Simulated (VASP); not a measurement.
Write the native input for VASP 6.6.1 that does the following.

* Task: single point
* Functional: PBEsol
* Dispersion: D3(BJ)
* Potentials or basis: VASP PAW PBE potentials, release 64 (Cu)
* Cutoff: 520 eV
* k mesh: 11 × 11 × 3
* Occupations: methfessel-paxton, width 0.1 eV
* Spin: no spin polarisation
* Dipole correction: no
* Further INCAR settings: ALGO = Normal; EDIFF = 1e-06; NBANDS = 30

The structure of Cu lies in POSCAR:

```
Cu
1.0
    2.4757653448      0.0000000000      0.0000000000
   -1.2378826724      2.1440756824      0.0000000000
    0.0000000000      0.0000000000      8.1333515143
Cu
4
Direct
    0.0000000000      0.0000000000      0.0000000000
    0.0000000000      0.0000000000      0.5000000000
    0.3333333333      0.6666666667      0.2500000000
    0.6666666667      0.3333333333      0.7500000000
```

One way to write it, as run:

INCAR

```
SYSTEM = Cu
PREC = Accurate
ENCUT = 520
EDIFF = 1E-6
ISMEAR = 1
SIGMA = 0.1
LREAL = .False.
LASPH = .True.
NELM = 60
ALGO = Normal
ISIF = 2
LWAVE = .False.
LCHARG = .True.
GGA = PS
IVDW = 12
LELF = .True.
LVHAR = .True.
NBANDS = 30
```

KPOINTS

```
Automatic mesh
0
Gamma
  11 11 3
  0 0 0
```

Potentials or basis: VASP PAW PBE potentials, release 64 (Cu).

The run is started by

```bash
$ cat potpaw_PBE.64/Cu/POTCAR > POTCAR
$ mpirun -np 1 vasp_std > vasp.out
```

It gave:

The pressure is 0.7 GPa. The band gap on the k mesh is zero (band 22 reaches 11.41 eV, above the bottom of band 23 at 6.73 eV) and the dispersion energy per atom is -0.574 eV.

Caveat: the PAW data sets were made with another functional, which shifts forces and pressure a little; pairwise dispersion overbinds metals, which lowers pressure and volume.

Wall time 32 s on 1 thread of AMD EPYC 7R13 Processor (Zen 3) (shared host), peak memory 0.14 GiB.
